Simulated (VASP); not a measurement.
Write the native input for VASP 6.6.1 that does the following.

```
Task                    : single point
Functional              : PBE
Potentials or basis     : VASP PAW PBE potentials, release 64 (Sc_sv, Al)
Cutoff                  : 520 eV
k mesh                  : 12 × 12 × 12
Occupations             : gaussian, width 0.1 eV
Spin                    : no spin polarisation
Dipole correction       : no
k mesh for the DOS      : 18 × 18 × 18
Occupations for the DOS : tetrahedron
Further INCAR settings  : ALGO = Normal; EDIFF = 1e-06; NBANDS = 18
```

Crystal: ScAl3.

```
CELL_PARAMETERS angstrom
0.00000 3.30175 3.30175
3.30175 0.00000 3.30175
3.30175 3.30175 0.00000
ATOMIC_POSITIONS crystal
Sc 0.00000 0.00000 0.00000
Al 0.50000 0.50000 0.50000
Al 0.25000 0.25000 0.25000
Al 0.75000 0.75000 0.75000
```

One way to write it, as run:

POSCAR

```
ScAl3
1.0
    0.0000000000      3.3017493058      3.3017493058
    3.3017493058      0.0000000000      3.3017493058
    3.3017493058      3.3017493058      0.0000000000
Sc Al
1 3
Direct
    0.0000000000      0.0000000000      0.0000000000
    0.5000000000      0.5000000000      0.5000000000
    0.2500000000      0.2500000000      0.2500000000
    0.7500000000      0.7500000000      0.7500000000
```

INCAR.step1

```
SYSTEM = ScAl3
  ALGO = Normal
  EDIFF = 1E-6
  ENCUT = 520
  GGA = PE
  ISIF = 2
  ISMEAR = 0
  LASPH = .True.
  LCHARG = .True.
  LMAXMIX = 4
  LREAL = .False.
  LWAVE = .False.
  NBANDS = 18
  NELM = 100
  PREC = Accurate
  SIGMA = 0.1
```

KPOINTS.step1

```
k-points
0
Gamma
  12 12 12
  0 0 0
```

INCAR.step2

```
SYSTEM = ScAl3
  ALGO = Normal
  EDIFF = 1E-6
  ENCUT = 520
  GGA = PE
  ICHARG = 11
  ISIF = 2
  ISMEAR = -5
  LASPH = .True.
  LCHARG = .False.
  LMAXMIX = 4
  LORBIT = 10
  LREAL = .False.
  LWAVE = .False.
  NBANDS = 18
  NEDOS = 2001
  NELM = 100
  PREC = Accurate
  SIGMA = 0.1
```

KPOINTS.step2

```
k-points
0
Gamma
  18 18 18
  0 0 0
```

Potentials or basis: VASP PAW PBE potentials, release 64 (Sc_sv, Al).

Run with:

```bash
$ cat potpaw_PBE.64/Sc_sv/POTCAR potpaw_PBE.64/Al/POTCAR > POTCAR
$ cp INCAR.step1 INCAR
$ cp KPOINTS.step1 KPOINTS
$ mpirun -np 1 vasp_std > vasp.out
$ cp INCAR.step2 INCAR
$ cp KPOINTS.step2 KPOINTS
$ mpirun -np 1 vasp_std > vasp.out
```

Results of the run:

The valence electrons inside the program's atomic spheres are Sc 9.53; Al 0.73, 0.79 (each value once).

Wall time 110 s on 1 thread of Intel(R) Xeon(R) 6975P-C (Granite Rapids), with other jobs on the host, peak memory 0.36 GiB.
